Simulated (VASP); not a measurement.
A run of VASP 6.6.1 is set up as follows.

The input INCAR:

```
PREC = Accurate ; ENCUT = 520
EDIFF = 1E-8 ; ISMEAR = -1
SIGMA = 0.08 ; LREAL = False
LASPH = True ; NELM = 80
ALGO = Normal ; ISIF = 2
LWAVE = False ; LCHARG = False
GGA = CA ; LEFG = True
NBANDS = 18
```

File KPOINTS:

```
regular mesh
0
Gamma
  9 9 9
```

File POSCAR:

```
Sb2Au
1.0
    0.0000000000      3.3932714730      3.3932714730
    3.3932714730      0.0000000000      3.3932714730
    3.3932714730      3.3932714730      0.0000000000
Sb Au
2 1
Direct
    0.2500000000      0.2500000000      0.2500000000
    0.7500000000      0.7500000000      0.7500000000
    0.0000000000      0.0000000000      0.0000000000
```

Potentials or basis: VASP PAW LDA potentials, release 64 (Sb, Au).

Command:

```bash
$ cat potpaw_LDA.64/Sb/POTCAR potpaw_LDA.64/Au/POTCAR > POTCAR
$ mpirun -np 1 vasp_std > vasp.out
```

(1) Predict the pressure.

(2) Predict the band gap on the k mesh.

Results:

(1) -2.2 GPa.

(2) zero (an odd number of electrons rules out a gap without spin polarisation).

Caveat: spin-orbit coupling is left out, which moves the levels of the heavy elements.
